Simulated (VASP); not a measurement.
# NaOs (Pmmn) in VASP: relaxation of cell and atoms with PBE

Aim: the relaxation of cell and atoms of NaOs with PBE.

All numbers are computed with VASP 6.6.1; they aren't measurements. Logs are shortened: lines on timing, memory, paths and dates and some standing lists are left out, and cuts for length are marked.

## (1) The cell of the first run

It takes space group Pmmn (No. 59, orthorhombic). Conventional cell: a = 2.729 Å, b = 3.863 Å, c = 8.530 Å, α = 90.00°, β = 90.00°, γ = 90.00°. Na (site symmetry mm2) has 2 Na at 2.73 Å and 5 Os at 3.11 to 3.23 Å within 3.6 Å. Os (site symmetry mm2) has 6 Os at 2.53 to 2.73 Å and 5 Na at 3.11 to 3.23 Å within 3.3 Å.

The cell was generated, and may not be a known phase.

## (2) Relaxation of cell and atoms, PBE

Contents of INCAR:

```
PREC = Accurate
ENCUT = 600
EDIFF = 1E-6
ISMEAR = 0
SIGMA = 0.1
LREAL = False
LASPH = True
NELM = 80
ALGO = Fast
ISIF = 3
LWAVE = False
LCHARG = False
GGA = PE
IBRION = 2
NSW = 100
EDIFFG = -0.01
```

Contents of KPOINTS:

```
regular mesh
0
Gamma
  14 10 4
```

Contents of POSCAR:

```
NaOs
1.0
    2.7291589287      0.0000000000      0.0000000000
    0.0000000000      3.8633355490      0.0000000000
    0.0000000000      0.0000000000      8.5301213565
Na Os
2 2
Direct
    0.5000000000      0.0000000000      0.1892821532
    0.0000000000      0.5000000000      0.8107178468
    0.5000000000      0.0000000000      0.5534537223
    0.0000000000      0.5000000000      0.4465462777
```

Potentials or basis: VASP PAW PBE potentials, release 64 (Na_pv, Os).

Launch:

```bash
cat potpaw_PBE.64/Na_pv/POTCAR potpaw_PBE.64/Os/POTCAR > POTCAR
mpirun -np 1 vasp_std > vasp.out
```

OUTCAR:

```text
PREC = Accurate
   ENCUT = 600
   EDIFF = 1E-6
   ISMEAR = 0
   LREAL = False
   LASPH = True
   NELM = 80
   ISIF = 3
   GGA = PE
   IBRION = 2
   NSW = 100
   EDIFFG = -0.01

 ion  position               nearest neighbor table
   1  0.500  0.000  0.189-
   2  0.000  0.500  0.811-
   3  0.500  0.000  0.553-   4 2.53   4 2.53   4 2.53   4 2.53
   4  0.000  0.500  0.447-   3 2.53   3 2.53   3 2.53   3 2.53

  LATTYP: Found a simple orthorhombic cell.
 ALAT       =     2.7291589287
 B/A-ratio  =     1.4155773445
 C/A-ratio  =     3.1255495115

  Lattice vectors:

 A1 = (   2.7291589287,   0.0000000000,   0.0000000000)
 A2 = (   0.0000000000,   3.8633355490,   0.0000000000)
 A3 = (   0.0000000000,   0.0000000000,   8.5301213565)

Analysis of symmetry for initial positions (statically):
=====================================================================
 Subroutine PRICEL returns:
 Original cell was already a primitive cell.

 Routine SETGRP: Setting up the symmetry group for a
 simple orthorhombic supercell.

 Subroutine GETGRP returns: Found  8 space group operations
 (whereof  4 operations were pure point group operations)
 out of a pool of  8 trial point group operations.

The static configuration has the point symmetry C_2v.
 The point group associated with its full space group is D_2h.

Analysis of symmetry for dynamics (positions and initial velocities):
=====================================================================
 Subroutine PRICEL returns:
 Original cell was already a primitive cell.

 Routine SETGRP: Setting up the symmetry group for a
 simple orthorhombic supercell.

 Subroutine GETGRP returns: Found  8 space group operations
 (whereof  4 operations were pure point group operations)
 out of a pool of  8 trial point group operations.

The dynamic configuration has the point symmetry C_2v.
 The point group associated with its full space group is D_2h.

 Subroutine INISYM returns: Found  8 space group operations
 (whereof  4 operations are pure point group operations),
 and found     1 'primitive' translations

----------------------------------------------------------------------------------------

                                     Primitive cell

  volume of cell :      89.9387

  direct lattice vectors                    reciprocal lattice vectors
     2.729158929  0.000000000  0.000000000     0.366413253  0.000000000  0.000000000
     0.000000000  3.863335549  0.000000000     0.000000000  0.258843682  0.000000000
     0.000000000  0.000000000  8.530121357     0.000000000  0.000000000  0.117231626

  length of vectors
     2.729158929  3.863335549  8.530121357     0.366413253  0.258843682  0.117231626

  position of ions in fractional coordinates (direct lattice)
     0.500000000  0.000000000  0.189282153
     0.000000000  0.500000000  0.810717847
     0.500000000  0.000000000  0.553453722
     0.000000000  0.500000000  0.446546278

  ion indices of the primitive-cell ions
   primitive index   ion index
                 1           1
                 2           2
                 3           3
                 4           4

----------------------------------------------------------------------------------------

 KPOINTS: regular mesh

Automatic generation of k-mesh.
 Grid dimensions read from file:
 generate k-points for:   14   10    4

 Generating k-lattice:

  Cartesian coordinates                     Fractional coordinates (reciprocal lattice)
     0.026172375  0.000000000  0.000000000     0.071428571  0.000000000  0.000000000
     0.000000000  0.025884368  0.000000000     0.000000000  0.100000000  0.000000000
     0.000000000  0.000000000  0.029307907     0.000000000  0.000000000  0.250000000

  Length of vectors
     0.026172375  0.025884368  0.029307907

  Shift w.r.t. Gamma in fractional coordinates (k-lattice)
     0.000000000  0.000000000  0.000000000

 Subroutine IBZKPT returns following result:
 ===========================================

 Found    144 irreducible k-points:

 Following reciprocal coordinates:
            Coordinates               Weight
  0.000000  0.000000  0.000000      1.000000
  0.071429  0.000000  0.000000      2.000000
  0.142857  0.000000  0.000000      2.000000
  0.214286  0.000000  0.000000      2.000000
  0.285714  0.000000  0.000000      2.000000
  0.357143  0.000000  0.000000      2.000000
[... 16 lines left out ...]
  0.428571  0.200000  0.000000      4.000000
  0.500000  0.200000  0.000000      2.000000
 [... further k-points ...]
   k-points           NKPTS =    144   k-points in BZ     NKDIM =    144   number of bands    NBANDS=     19
   number of dos      NEDOS =    301   number of ions     NIONS =      4
   total plane-waves  NPLWV =  53760
   dimension x,y,z NGX =    24 NGY =   32 NGZ =   70
   dimension x,y,z NGXF=    48 NGYF=   64 NGZF=  140
   ions per type =               2   2
   NGX,Y,Z   is equivalent  to a cutoff of  14.62, 13.77, 13.64 a.u.
   NGXF,Y,Z  is equivalent  to a cutoff of  29.24, 27.54, 27.28 a.u.
 SYSTEM =  unknown system
   PREC   = accura    normal or accurate (medium, high low for compatibility)
   ISTART =      0    job   : 0-new  1-cont  2-samecut
   ICHARG =      2    charge: 1-file 2-atom 10-const
   ISPIN  =      1    spin polarized calculation?
   LNONCOLLINEAR =      F non collinear calculations
   LSORBIT =      F    spin-orbit coupling
   LASPH  =      T    aspherical Exc in radial PAW
   ENCUT  =  600.0 eV  44.10 Ry    6.64 a.u.   5.45  7.72 17.04*2*pi/ulx,y,z
   NELM   =     80;   NELMIN=  2; NELMDL= -5     # of ELM steps
   EDIFF  = 0.1E-05   stopping-criterion for ELM
   LREAL  =      F    real-space projection
   EDIFFG = -.1E-01   stopping-criterion for IOM
   NSW    =    100    number of steps for IOM
   IBRION =      2    ionic relax: 0-MD 1-quasi-New 2-CG
   NFREE  =      1    steps in history (QN), initial steepest desc. (CG)
   ISIF   =      3    stress and relaxation
   ISYM   =      2    0-nonsym 1-usesym 2-fastsym
   POTIM  = 0.5000    time-step for ionic-motion
   TEBEG  =    0.0;   TEEND  =   0.0 temperature during run
   PSTRESS=    0.0 pullay stress
   NELECT =      30.0000    total number of electrons
   NUPDOWN=      -1.0000    fix difference up-down
   EMIN   =  10.00;   EMAX   =-10.00  energy-range for DOS
   EFERMI =   0.00;   METHOD = LEGACY
   ISMEAR =     0;   SIGMA  =   0.10  broadening in eV -4-tet -1-fermi 0-gaus
   EFERMI_NEDOS =   21; number of points for ismear=-14 and -15
   IALGO  =     68    algorithm
   IMIX   =      4    mixing-type and parameters
     AMIX     =   0.40;   BMIX     =  1.00
     AMIX_MAG =   1.60;   BMIX_MAG =  1.00
  volume/ion in A,a.u.               =      22.48       151.73
  Fermi-wavevector in a.u.,A,eV,Ry     =   1.135359  2.145517 17.538446  1.289039
  Thomas-Fermi vector in A             =   2.272063
   LORBIT       =      0    0 simple, 1 ext, 2 COOP (PROOUT), +10 PAW based schemes
   GGA     = PE    functional components
   LHFCALC =     F    Hartree Fock is set to
   AEXX    =    0.0000 exact exchange contribution
   IVDW    =     0    specifies the selected vdW correction
   LEPSILON=     F    determine dielectric tensor
   LRPA    =     F    only Hartree local field effects (RPA)
 conjugate gradient relaxation of ions
 non-spin polarized calculation
 RMM-DIIS sequential band-by-band and
 Gauss-broadening in eV      SIGMA  =   0.10
  energy-cutoff  :      600.00
  volume of cell :       89.94
 maximum number of plane-waves:      3043
 NGX is ok and might be reduce to    24
   NGX = 11   NGY = 15   NGZ = 35

--------------------------------------- Ionic step        1  -------------------------------------------

 number of electron      30.0000006 magnetization

 Free energy of the ion-electron system (eV)
  ---------------------------------------------------
  ext. energy  EPLUGINS =         0.00000000
  ---------------------------------------------------
  free energy    TOTEN  =       -23.18922614 eV

  energy without entropy =      -23.17843353  energy(sigma->0) =      -23.18382983

------------------------ aborting loop because EDIFF is reached ----------------------------------------

  FORCE on cell =-STRESS in cart. coord.  units (eV):
  Direction    XX          YY          ZZ          XY          YZ          ZX
  --------------------------------------------------------------------------------------
  -------------------------------------------------------------------------------------
  Total        0.0564507      0.1577924     -0.2002222      0.0000000      0.0000000      0.0000000
  in kB        1.0056190      2.8109309     -3.5667801      0.0000000      0.0000000      0.0000000
  external PRESSURE =       0.0832566 kB  Pullay stress =       0.0000000 kB
[... 95 lines left out ...]
  FREE ENERGIE OF THE ION-ELECTRON SYSTEM (eV)
  ---------------------------------------------------
  free  energy   TOTEN  =       -23.1900138244 eV

  energy  without entropy=      -23.1793395042  energy(sigma->0) =      -23.18467666

[... ionic steps 4 to 9 ...]

--------------------------------------- Ionic step       10  -------------------------------------------

 number of electron      30.0000009 magnetization

------------------------ aborting loop because EDIFF is reached ----------------------------------------

  FORCE on cell =-STRESS in cart. coord.  units (eV):
  Direction    XX          YY          ZZ          XY          YZ          ZX
  --------------------------------------------------------------------------------------
  -------------------------------------------------------------------------------------
  Total        0.0022094      0.0331945      0.0070937      0.0000000      0.0000000      0.0000000
  in kB        0.0396413      0.5955755      0.1272743      0.0000000      0.0000000      0.0000000
  external PRESSURE =       0.2541637 kB  Pullay stress =       0.0000000 kB
[... 61 lines left out ...]
  energy  without entropy=      -23.1800734503  energy(sigma->0) =      -23.18553425

--------------------------------------- Ionic step       12  -------------------------------------------

 number of electron      30.0000009 magnetization

 Free energy of the ion-electron system (eV)
  ---------------------------------------------------
  ext. energy  EPLUGINS =         0.00000000
  ---------------------------------------------------
  free energy    TOTEN  =       -23.19101472 eV

  energy without entropy =      -23.18004500  energy(sigma->0) =      -23.18552986

 E-fermi :   3.0308     XC(G=0):  -9.3268

 val. band max:        3.0279317113   @ k =   0.2857   0.5000   0.0000
 cond. band min:       3.0317360021   @ k =   0.2857   0.4000   0.5000
 fundamental gap:      0.0038042908
 Fermi energy:         3.0307719469

 k-point     1 :       0.0000    0.0000    0.0000
  band No.  band energies     occupation
      1     -21.3901      2.00000
      2     -21.3762      2.00000
      3     -21.3515      2.00000
      4     -21.3483      2.00000
      5     -21.3222      2.00000
      6     -21.3214      2.00000
[... 11 lines left out ...]
     18       3.4573      0.00000
     19       6.4133      0.00000
[... 489 lines left out ...]
      3     -21.3393      2.00000
      4     -21.3393      2.00000
      5     -21.3136      2.00000
      6     -21.3136      2.00000
[... 11 lines left out ...]
     18       6.2531      0.00000
     19       7.0651      0.00000

 [... further k-points ...]

------------------------ aborting loop because EDIFF is reached ----------------------------------------

  FORCE on cell =-STRESS in cart. coord.  units (eV):
  Direction    XX          YY          ZZ          XY          YZ          ZX
  --------------------------------------------------------------------------------------
  -------------------------------------------------------------------------------------
  Total       -0.0236909     -0.0129051     -0.0144605      0.0000000      0.0000000      0.0000000
  in kB       -0.4250057     -0.2315131     -0.2594160      0.0000000      0.0000000      0.0000000
  external PRESSURE =      -0.3053116 kB  Pullay stress =       0.0000000 kB
[... 19 lines left out ...]
  FREE ENERGIE OF THE ION-ELECTRON SYSTEM (eV)
  ---------------------------------------------------
  free  energy   TOTEN  =       -23.1910147213 eV

  energy  without entropy=      -23.1800450017  energy(sigma->0) =      -23.18552986

 reached required accuracy - stopping structural energy minimisation
```

Run time: 32 min. Hardware: 1 thread of Intel Xeon 8259CL, shared host; peak memory 0.45 GiB.

Results:

```
Free energy                           : -23.1910 eV
Relaxed volume                        : 22.33 Å³/atom
Relaxed cell                          : a = 2.730 Å, b = 3.872 Å, c = 8.449 Å, α = 90.00°, β = 90.00°, γ = 90.00°
Space group after relaxing (to 0.1 Å) : Pmmn (No. 59)
Energy gained by relaxing             : 0.4 meV/atom
Ionic steps                           : 12
Pressure after relaxing               : 0.0 GPa
Largest force after relaxing          : 0.009 eV/Å
Band gap on the k mesh                : zero (bands 15 and 16 overlap by 2.77 eV)
```

Forces in eV/Å, atoms in the order of the input:
```
Na   0.000  0.000 -0.009
Na   0.000  0.000  0.009
Os   0.000  0.000  0.005
Os   0.000  0.000 -0.005
```

The path:
```tsv
step	energy change (eV)	largest force (eV/Å)	pressure (GPa)	volume (Å³)
1	0.0000	0.1017	0.01	89.94
2	-0.0007	0.0655	-0.42	89.95
3	-0.0008	0.0341	-0.34	89.95
4	-0.0015	0.0236	-0.10	89.58
5	-0.0016	0.0150	0.11	89.28
6	-0.0016	0.0166	0.04	89.34
7	-0.0016	0.0160	0.10	89.32
8	-0.0017	0.0166	0.01	89.32
9	-0.0017	0.0165	-0.01	89.31
10	-0.0018	0.0113	0.03	89.30
11	-0.0018	0.0106	0.03	89.29
12	-0.0018	0.0089	-0.03	89.31
```

Final structure:
```
CELL_PARAMETERS angstrom
2.73025 0.00000 0.00000
0.00000 3.87162 0.00000
0.00000 0.00000 8.44893
ATOMIC_POSITIONS crystal
Na 0.50000 0.00000 0.18967
Na 0.00000 0.50000 0.81033
Os 0.50000 0.00000 0.55413
Os 0.00000 0.50000 0.44587
```

Caveat: spin-orbit coupling is left out, which moves the levels of the heavy elements.
